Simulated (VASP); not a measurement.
Input of a VASP 6.6.1 run:

File INCAR:

```
SYSTEM = Sn
  PREC = Accurate
  ENCUT = 520
  EDIFF = 1E-6
  ISMEAR = 0
  SIGMA = 0.15
  LREAL = .False.
  LASPH = .True.
  NELM = 100
  ALGO = Fast
  ISIF = 2
  LWAVE = .False.
  LCHARG = .False.
  GGA = PS
  NBANDS = 21
```

File KPOINTS:

```
Automatic mesh
0
Gamma
  16 16 16
  0 0 0
```

File POSCAR:

```
Sn
1.0
   -2.8078341348      2.8078341348      1.5993019889
    2.8078341348     -2.8078341348      1.5993019889
    2.8078341348      2.8078341348     -1.5993019889
Sn
2
Direct
    0.7500000000      0.2500000000      0.5000000000
    0.0000000000      0.0000000000      0.0000000000
```

Potentials or basis: VASP PAW PBE potentials, release 64 (Sn_d).

Launch:

```bash
$ cat potpaw_PBE.64/Sn_d/POTCAR > POTCAR
$ mpirun -np 1 vasp_std > vasp.out
```

Problem. Estimate the pressure.

Solution. 4.4 GPa.

Problem. Predict the band gap on the k mesh.

Solution. Zero (bands 14 and 15 overlap by 5.15 eV).

Stress tensor (GPa, compression positive):
```
5.81 0.00 0.00
0.00 5.81 0.00
0.00 0.00 1.66
```

Caveat: the cell differs from its parent crystal (strain -0.0450 x Voigt [1, 1, 0, 0, 0, 0]); the cell stands under pressure; the PAW data sets were made with another functional, which shifts forces and pressure a little; spin-orbit coupling is left out, which moves the levels of the heavy elements.
